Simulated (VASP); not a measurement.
# GaAs (F-43m) in VASP: further runs

Aim: see how the results for GaAs move with the level of theory and the settings. Levels: revPBE+D4, PBEsol. Tasks: single point.

Program: VASP 6.6.1. These are calculated values, not measurements. Logs are shortened: lines on timing, memory, paths and dates and some standing lists are left out, and cuts for length are marked.

## Step 1: The cell of the first run

The structure is cubic, space group F-43m (No. 216). Conventional cell: a = 5.728 Å, b = 5.728 Å, c = 5.728 Å, α = 90.00°, β = 90.00°, γ = 90.00°. Within 3.3 Å of As (site symmetry -43m) lie 4 Ga at 2.48 Å. Within 3.3 Å of Ga (site symmetry -43m) lie 4 As at 2.48 Å.

## Step 2: Single point, revPBE+D4

Contents of INCAR:

```
ALGO = Normal
EDIFF = 1E-6
ENCUT = 520
GGA = RE
ISIF = 2
ISMEAR = -1
IVDW = 13
LASPH = True
LCHARG = False
LREAL = False
LWAVE = False
NBANDS = 16
NELM = 100
PREC = Accurate
SIGMA = 0.05
```

Contents of KPOINTS:

```
k-points
0
Gamma
  8 8 8
```

Contents of POSCAR:

```
GaAs
1.0
    0.0000000000      2.8640496607      2.8640496607
    2.8640496607      0.0000000000      2.8640496607
    2.8640496607      2.8640496607      0.0000000000
As Ga
1 1
Direct
    0.7500000000      0.7500000000      0.7500000000
    0.0000000000      0.0000000000      0.0000000000
```

Potentials or basis: VASP PAW PBE potentials, release 64 (As, Ga_d).

Command:

```bash
> cat potpaw_PBE.64/As/POTCAR potpaw_PBE.64/Ga_d/POTCAR > POTCAR
> mpirun -np 1 vasp_std > vasp.out
```

OUTCAR:

```text
EDIFF = 1E-6
   ENCUT = 520
   GGA = RE
   ISIF = 2
   ISMEAR = -1
   IVDW = 13
   LASPH = True
   LREAL = False
   NELM = 100
   PREC = Accurate

 ion  position               nearest neighbor table
   1  0.750  0.750  0.750-   2 2.48   2 2.48   2 2.48   2 2.48
   2  0.000  0.000  0.000-   1 2.48   1 2.48   1 2.48   1 2.48

  LATTYP: Found a face centered cubic cell.
 ALAT       =     5.7280993214

  Lattice vectors:

 A1 = (   0.0000000000,   2.8640496607,   2.8640496607)
 A2 = (   2.8640496607,   0.0000000000,   2.8640496607)
 A3 = (   2.8640496607,   2.8640496607,   0.0000000000)

Analysis of symmetry for initial positions (statically):
=====================================================================
 Subroutine PRICEL returns:
 Original cell was already a primitive cell.

 Routine SETGRP: Setting up the symmetry group for a
 face centered cubic supercell.

 Subroutine GETGRP returns: Found 24 space group operations
 (whereof 24 operations were pure point group operations)
 out of a pool of 48 trial point group operations.

The static configuration has the point symmetry T_d .

Analysis of symmetry for dynamics (positions and initial velocities):
=====================================================================
 Subroutine PRICEL returns:
 Original cell was already a primitive cell.

 Routine SETGRP: Setting up the symmetry group for a
 face centered cubic supercell.

 Subroutine GETGRP returns: Found 24 space group operations
 (whereof 24 operations were pure point group operations)
 out of a pool of 48 trial point group operations.

The dynamic configuration has the point symmetry T_d .

 Subroutine INISYM returns: Found 24 space group operations
 (whereof 24 operations are pure point group operations),
 and found     1 'primitive' translations

----------------------------------------------------------------------------------------

                                     Primitive cell

  volume of cell :      46.9863

  direct lattice vectors                    reciprocal lattice vectors
     0.000000000  2.864049661  2.864049661    -0.174577978  0.174577978  0.174577978
     2.864049661  0.000000000  2.864049661     0.174577978 -0.174577978  0.174577978
     2.864049661  2.864049661  0.000000000     0.174577978  0.174577978 -0.174577978

  length of vectors
     4.050377873  4.050377873  4.050377873     0.302377929  0.302377929  0.302377929

  position of ions in fractional coordinates (direct lattice)
     0.750000000  0.750000000  0.750000000
     0.000000000  0.000000000  0.000000000

  ion indices of the primitive-cell ions
   primitive index   ion index
                 1           1
                 2           2

----------------------------------------------------------------------------------------

 KPOINTS: k-points

Automatic generation of k-mesh.
 Grid dimensions read from file:
 generate k-points for:    8    8    8

 Generating k-lattice:

  Cartesian coordinates                     Fractional coordinates (reciprocal lattice)
    -0.021822247  0.021822247  0.021822247     0.125000000  0.000000000  0.000000000
     0.021822247 -0.021822247  0.021822247     0.000000000  0.125000000  0.000000000
     0.021822247  0.021822247 -0.021822247     0.000000000  0.000000000  0.125000000

  Length of vectors
     0.037797241  0.037797241  0.037797241

  Shift w.r.t. Gamma in fractional coordinates (k-lattice)
     0.000000000  0.000000000  0.000000000

 Subroutine IBZKPT returns following result:
 ===========================================

 Found     29 irreducible k-points:

 Following reciprocal coordinates:
            Coordinates               Weight
  0.000000  0.000000  0.000000      1.000000
  0.125000  0.000000  0.000000      8.000000
  0.250000  0.000000  0.000000      8.000000
  0.375000  0.000000  0.000000      8.000000
  0.500000  0.000000  0.000000      4.000000
  0.125000  0.125000  0.000000      6.000000
[... 16 lines left out ...]
  0.500000  0.250000  0.125000     48.000000
 -0.375000  0.250000  0.125000     24.000000
 [... further k-points ...]
   k-points           NKPTS =     29   k-points in BZ     NKDIM =     29   number of bands    NBANDS=     16
   number of dos      NEDOS =    301   number of ions     NIONS =      2
   total plane-waves  NPLWV =  27000
   dimension x,y,z NGX =    30 NGY =   30 NGZ =   30
   dimension x,y,z NGXF=    60 NGYF=   60 NGZF=   60
   ions per type =               1   1
   NGX,Y,Z   is equivalent  to a cutoff of  12.31, 12.31, 12.31 a.u.
   NGXF,Y,Z  is equivalent  to a cutoff of  24.63, 24.63, 24.63 a.u.
 SYSTEM =  unknown system
   PREC   = accura    normal or accurate (medium, high low for compatibility)
   ISTART =      0    job   : 0-new  1-cont  2-samecut
   ICHARG =      2    charge: 1-file 2-atom 10-const
   ISPIN  =      1    spin polarized calculation?
   LNONCOLLINEAR =      F non collinear calculations
   LSORBIT =      F    spin-orbit coupling
   LASPH  =      T    aspherical Exc in radial PAW
   ENCUT  =  520.0 eV  38.22 Ry    6.18 a.u.   7.53  7.53  7.53*2*pi/ulx,y,z
   NELM   =    100;   NELMIN=  2; NELMDL= -5     # of ELM steps
   EDIFF  = 0.1E-05   stopping-criterion for ELM
   LREAL  =      F    real-space projection
   EDIFFG = 0.1E-04   stopping-criterion for IOM
   NSW    =      0    number of steps for IOM
   IBRION =     -1    ionic relax: 0-MD 1-quasi-New 2-CG
   NFREE  =      0    steps in history (QN), initial steepest desc. (CG)
   ISIF   =      2    stress and relaxation
   ISYM   =      2    0-nonsym 1-usesym 2-fastsym
   POTIM  = 0.5000    time-step for ionic-motion
   TEBEG  =    0.0;   TEEND  =   0.0 temperature during run
   PSTRESS=    0.0 pullay stress
   NELECT =      18.0000    total number of electrons
   NUPDOWN=      -1.0000    fix difference up-down
   EMIN   =  10.00;   EMAX   =-10.00  energy-range for DOS
   EFERMI =   0.00;   METHOD = LEGACY
   ISMEAR =    -1;   SIGMA  =   0.05  broadening in eV -4-tet -1-fermi 0-gaus
   EFERMI_NEDOS =   21; number of points for ismear=-14 and -15
   IALGO  =     38    algorithm
   IMIX   =      4    mixing-type and parameters
     AMIX     =   0.40;   BMIX     =  1.00
     AMIX_MAG =   1.60;   BMIX_MAG =  1.00
  volume/ion in A,a.u.               =      23.49       158.54
  Fermi-wavevector in a.u.,A,eV,Ry     =   1.188982  2.246849 19.234246  1.413677
  Thomas-Fermi vector in A             =   2.325099
   LORBIT       =      0    0 simple, 1 ext, 2 COOP (PROOUT), +10 PAW based schemes
   GGA     = RE    functional components
   LHFCALC =     F    Hartree Fock is set to
   AEXX    =    0.0000 exact exchange contribution
   IVDW    =    13    specifies the selected vdW correction
   LEPSILON=     F    determine dielectric tensor
   LRPA    =     F    only Hartree local field effects (RPA)
 non-spin polarized calculation
  energy-cutoff  :      520.00
  volume of cell :       46.99
 maximum number of plane-waves:      1283
   NGX = 15   NGY = 15   NGZ = 15

 number of electron      17.9999984 magnetization

 Free energy of the ion-electron system (eV)
  ---------------------------------------------------
  ext. energy  EPLUGINS =         0.00000000
  ---------------------------------------------------
  free energy    TOTEN  =        -7.68477311 eV

  energy without entropy =       -7.68465241  energy(sigma->0) =       -7.68471276

 E-fermi :   3.8405     XC(G=0):  -9.2836

 val. band max:        3.6496785686   @ k =   0.0000   0.0000   0.0000
 cond. band min:       3.9698051814   @ k =   0.0000   0.0000   0.0000
 fundamental gap:      0.3201266128
 Fermi energy:         3.8405433907

 k-point     1 :       0.0000    0.0000    0.0000
  band No.  band energies     occupation
      1     -11.0931      2.00000
      2     -11.0931      2.00000
      3     -11.0931      2.00000
      4     -11.0233      2.00000
      5     -11.0233      2.00000
      6      -8.7722      2.00000
[... 8 lines left out ...]
     15      13.6560      0.00000
     16      13.6560      0.00000

 k-point     2 :       0.1250    0.0000    0.0000
  band No.  band energies     occupation
      1     -11.1040      2.00000
      2     -11.0900      2.00000
      3     -11.0900      2.00000
      4     -11.0234      2.00000
      5     -11.0234      2.00000
      6      -8.6005      2.00000
[... 8 lines left out ...]
     15      12.8712      0.00000
     16      12.8712      0.00000

 k-point     3 :       0.2500    0.0000    0.0000
  band No.  band energies     occupation
      1     -11.1284      2.00000
      2     -11.0833      2.00000
      3     -11.0833      2.00000
      4     -11.0229      2.00000
      5     -11.0229      2.00000
      6      -8.1213      2.00000
[... 8 lines left out ...]
     15      12.6376      0.00000
     16      12.6676      0.00000

 k-point     4 :       0.3750    0.0000    0.0000
  band No.  band energies     occupation
      1     -11.1508      2.00000
      2     -11.0779      2.00000
      3     -11.0779      2.00000
      4     -11.0211      2.00000
      5     -11.0211      2.00000
      6      -7.4855      2.00000
[... 8 lines left out ...]
     15      13.7449      0.00000
     16      13.7449      0.00000

 k-point     5 :       0.5000    0.0000    0.0000
  band No.  band energies     occupation
      1     -11.1596      2.00000
      2     -11.0761      2.00000
      3     -11.0761      2.00000
      4     -11.0199      2.00000
      5     -11.0199      2.00000
      6      -7.1297      2.00000
[... 8 lines left out ...]
     15      15.3548      0.00000
     16      15.3548      0.00000

 k-point     6 :       0.1250    0.1250    0.0000
  band No.  band energies     occupation
      1     -11.1105      2.00000
      2     -11.0871      2.00000
      3     -11.0871      2.00000
      4     -11.0257      2.00000
      5     -11.0216      2.00000
      6      -8.5431      2.00000
[... 8 lines left out ...]
     15      12.5151      0.00000
     16      13.9028      0.00000

 k-point     7 :       0.2500    0.1250    0.0000
  band No.  band energies     occupation
      1     -11.1301      2.00000
      2     -11.0814      2.00000
      3     -11.0801      2.00000
      4     -11.0277      2.00000
      5     -11.0202      2.00000
      6      -8.1643      2.00000
[... 8 lines left out ...]
     15      13.6933      0.00000
     16      13.7579      0.00000

 k-point     8 :       0.3750    0.1250    0.0000
  band No.  band energies     occupation
      1     -11.1505      2.00000
      2     -11.0766      2.00000
      3     -11.0741      2.00000
      4     -11.0269      2.00000
      5     -11.0189      2.00000
      6      -7.5641      2.00000
[... 8 lines left out ...]
     15      13.7641      0.00000
     16      14.5251      0.00000

 k-point     9 :       0.5000    0.1250    0.0000
  band No.  band energies     occupation
      1     -11.1618      2.00000
      2     -11.0743      2.00000
      3     -11.0720      2.00000
      4     -11.0237      2.00000
      5     -11.0192      2.00000
      6      -7.0587      2.00000
[... 8 lines left out ...]
     15      14.8281      0.00000
     16      15.3535      0.00000
[... 172 lines left out ...]
 k-point    19 :       0.5000    0.3750    0.0000
  band No.  band energies     occupation
      1     -11.1830      2.00000
      2     -11.0561      2.00000
      3     -11.0537      2.00000
      4     -11.0406      2.00000
      5     -11.0138      2.00000
      6      -6.5837      2.00000
[... 8 lines left out ...]
     15      15.9418      0.00000
     16      16.2710      0.00000

 k-point    20 :      -0.3750    0.3750    0.0000
  band No.  band energies     occupation
      1     -11.1784      2.00000
      2     -11.0621      2.00000
      3     -11.0564      2.00000
      4     -11.0349      2.00000
      5     -11.0173      2.00000
      6      -6.4772      2.00000
[... 8 lines left out ...]
     15      14.0951      0.00000
     16      17.6054      0.00000

 k-point    21 :       0.5000    0.5000    0.0000
  band No.  band energies     occupation
      1     -11.1887      2.00000
      2     -11.0505      2.00000
      3     -11.0505      2.00000
      4     -11.0446      2.00000
      5     -11.0120      2.00000
      6      -6.4401      2.00000
[... 8 lines left out ...]
     15      16.6501      0.00000
     16      16.8221      0.00000

 k-point    22 :       0.3750    0.2500    0.1250
  band No.  band energies     occupation
      1     -11.1479      2.00000
      2     -11.0752      2.00000
      3     -11.0728      2.00000
      4     -11.0299      2.00000
      5     -11.0187      2.00000
      6      -7.7172      2.00000
[... 8 lines left out ...]
     15      14.4613      0.00000
     16      14.9353      0.00000

 k-point    23 :       0.5000    0.2500    0.1250
  band No.  band energies     occupation
      1     -11.1622      2.00000
      2     -11.0720      2.00000
      3     -11.0670      2.00000
      4     -11.0288      2.00000
      5     -11.0190      2.00000
      6      -7.1310      2.00000
[... 8 lines left out ...]
     15      14.3560      0.00000
     16      15.8135      0.00000

 k-point    24 :      -0.3750    0.2500    0.1250
  band No.  band energies     occupation
      1     -11.1675      2.00000
      2     -11.0713      2.00000
      3     -11.0648      2.00000
      4     -11.0268      2.00000
      5     -11.0201      2.00000
      6      -6.8097      2.00000
[... 8 lines left out ...]
     15      15.2074      0.00000
     16      15.6257      0.00000

 [... further k-points ...]

------------------------ aborting loop because EDIFF is reached ----------------------------------------

  DFT-D4 for vdW energy calculation

  Edisp (eV):   -1.32380

  FORCE on cell =-STRESS in cart. coord.  units (eV):
  Direction    XX          YY          ZZ          XY          YZ          ZX
  --------------------------------------------------------------------------------------
  -------------------------------------------------------------------------------------
  Total      -0.86171    -0.86171    -0.86171     0.00000    -0.00000    -0.00000
  in kB     -29.38330   -29.38330   -29.38330     0.00000    -0.00000    -0.00000
  external pressure =      -29.38 kB  Pullay stress =        0.00 kB

 VOLUME and BASIS-vectors are now :
 -----------------------------------------------------------------------------
  energy-cutoff  :      520.00
  volume of cell :       46.99
      direct lattice vectors                 reciprocal lattice vectors
     0.000000000  2.864049661  2.864049661    -0.174577978  0.174577978  0.174577978
     2.864049661  0.000000000  2.864049661     0.174577978 -0.174577978  0.174577978
     2.864049661  2.864049661  0.000000000     0.174577978  0.174577978 -0.174577978

 POSITION                                       TOTAL-FORCE (eV/Angst)
 -----------------------------------------------------------------------------------
      4.29607      4.29607      4.29607         0.000000      0.000000      0.000000
      0.00000      0.00000      0.00000        -0.000000     -0.000000     -0.000000
 -----------------------------------------------------------------------------------
    total drift:                               -0.000002     -0.000002     -0.000002

  FREE ENERGIE OF THE ION-ELECTRON SYSTEM (eV)
  ---------------------------------------------------
  free  energy   TOTEN  =        -9.0085728886 eV

  energy  without entropy=       -9.0084521858  energy(sigma->0) =       -9.00851254
```

Wall time 30 s (1 thread of Intel Xeon Platinum 8259CL at 2.50GHz (Skylake/Cascade Lake), shared host); peak memory 0.17 GiB.

Results:

- Free energy: -9.0086 eV
- Pressure: -2.9 GPa
- Band gap on the k mesh: 0.32 eV
- Dispersion energy per atom: -0.662 eV

Caveat: semilocal functionals underestimate gaps, and a narrow one can read as zero; the PAW data sets were made with another functional, which shifts forces and pressure a little.

## Step 3: Single point, revPBE+D4

This run uses another cell than the first one, of 23.94 Å³/atom.

Contents of INCAR:

```
SYSTEM = GaAs
PREC     = Accurate       ! precision mode
ENCUT    = 520            ! plane-wave cutoff, eV
EDIFF    = 1E-7           ! SCF threshold, eV
ISMEAR   = -1             ! smearing method
SIGMA    = 0.05           ! smearing width, eV
LREAL    = .False.        ! projectors in reciprocal space
LASPH    = .True.         ! aspherical terms in the spheres
NELM     = 60             ! most SCF steps
ALGO     = Normal         ! electronic algorithm
ISIF     = 2              ! what is computed and relaxed
LWAVE    = .False.        ! write WAVECAR
LCHARG   = .False.        ! write CHGCAR
GGA      = RE             ! functional
IVDW     = 13             ! dispersion correction
NBANDS   = 16             ! bands
```

Contents of KPOINTS:

```
regular mesh
0
Gamma
  8 8 8
  0 0 0
```

Contents of POSCAR:

```
GaAs
1.0
    0.0000000000      2.8822925071      2.8822925071
    2.8822925071      0.0000000000      2.8822925071
    2.8822925071      2.8822925071      0.0000000000
As Ga
1 1
Direct
    0.7500000000      0.7500000000      0.7500000000
    0.0000000000      0.0000000000      0.0000000000
```

Potentials or basis: VASP PAW PBE potentials, release 64 (As, Ga_d).

Command:

```bash
> cat potpaw_PBE.64/As/POTCAR potpaw_PBE.64/Ga_d/POTCAR > POTCAR
> mpirun -np 1 vasp_std > vasp.out
```

It took 32 s on 1 thread of Intel Xeon Platinum 8259CL at 2.50GHz (Skylake/Cascade Lake), shared host; peak memory 0.18 GiB.

The run converged. Its results:

- Free energy: -8.9890 eV
- Pressure: -4.0 GPa
- Band gap on the k mesh: 0.18 eV
- Dispersion energy per atom: -0.648 eV

Levels at points of the mesh, in eV from the valence-band top:
```tsv
k point	band 5	band 6	band 7	band 8	band 9	band 10	band 11	band 12	band 13	band 14
(0.00, 0.00, 0.00)	-14.65	-12.29	0.00	0.00	0.00	0.18	3.73	3.73	3.73	7.58
(0.50, 0.00, 0.00)	-14.65	-10.71	-6.30	-1.05	-1.05	0.91	4.64	4.64	7.81	10.09
(0.50, 0.50, 0.00)	-14.64	-10.04	-6.53	-2.47	-2.47	1.65	1.74	9.75	9.75	10.57
```

Caveat: the cell stands under tension; semilocal functionals underestimate gaps, and a narrow one can read as zero; the PAW data sets were made with another functional, which shifts forces and pressure a little.

## Step 4: Single point, PBEsol, non-collinear spin, zero start, spin-orbit coupling

This run uses another cell than the first one, of 22.59 Å³/atom.

Contents of INCAR:

```
PREC = Accurate
ENCUT = 520
EDIFF = 1E-7
ISMEAR = -1
SIGMA = 0.05
LREAL = False
LASPH = True
NELM = 150
ALGO = Normal
ISIF = 2
LWAVE = False
LCHARG = True
MAGMOM = 0 0 0 0 0 0
LORBIT = 11
LSORBIT = True
GGA_COMPAT = False
LORBMOM = True
GGA = PS
LVHAR = True
NBANDS = 30
```

Contents of KPOINTS:

```
Automatic mesh
0
Gamma
  8 8 8
```

Contents of POSCAR:

```
GaAs
1.0
    0.0000000000      2.8268500000      2.8268500000
    2.8268500000      0.0000000000      2.8268500000
    2.8268500000      2.8268500000      0.0000000000
As Ga
1 1
Direct
    0.7500000000      0.7500000000      0.7500000000
    0.0000000000      0.0000000000      0.0000000000
```

Command:

```bash
> cat potpaw_PBE.64/As/POTCAR potpaw_PBE.64/Ga_d/POTCAR > POTCAR
> mpirun -np 1 vasp_ncl > vasp.out
```

It took 2.6 min on 1 thread of Intel Xeon Platinum 8259CL at 2.50GHz (Skylake/Cascade Lake), shared host; peak memory 0.32 GiB.

The run converged. Its results:

```
Free energy                                           : -9.1052 eV
Pressure                                              : 0.3 GPa
Net moment                                            : 0.00 μB per cell
Valence electrons inside the program's atomic spheres : As 2.83; Ga 11.68
```

Moments on the atoms (μB; x, y, z):
```
As  0.00 0.00 0.00
Ga  0.00 0.00 0.00
```

Caveat: the PAW data sets were made with another functional, which shifts forces and pressure a little.

## Step 5: The runs side by side

```tsv
level	spin	cell	gap on the mesh (eV)	pressure (GPa)
revPBE+D4	off	a = 4.050 Å, angles 60.0°, 2 atoms	0.32	-2.9
revPBE+D4	off	a = 4.076 Å, angles 60.0°, 2 atoms	0.18	-4.0
PBEsol	non-collinear, zero start, SOC	a = 3.998 Å, angles 60.0°, 2 atoms	-	0.3
```

Alike in all rows: task single point; potentials or basis VASP PAW PBE potentials, release 64 (As, Ga_d); k mesh 8 × 8 × 8; cutoff (eV) 520; smearing fermi-dirac 0.05 eV.

Caveats: the PAW data sets were made with another functional, which shifts forces and pressure a little; semilocal functionals underestimate gaps, and a narrow one can read as zero (at least some runs); the cell stands under tension (at least some runs).

Absolute energies hang on the potentials; compare differences alone.
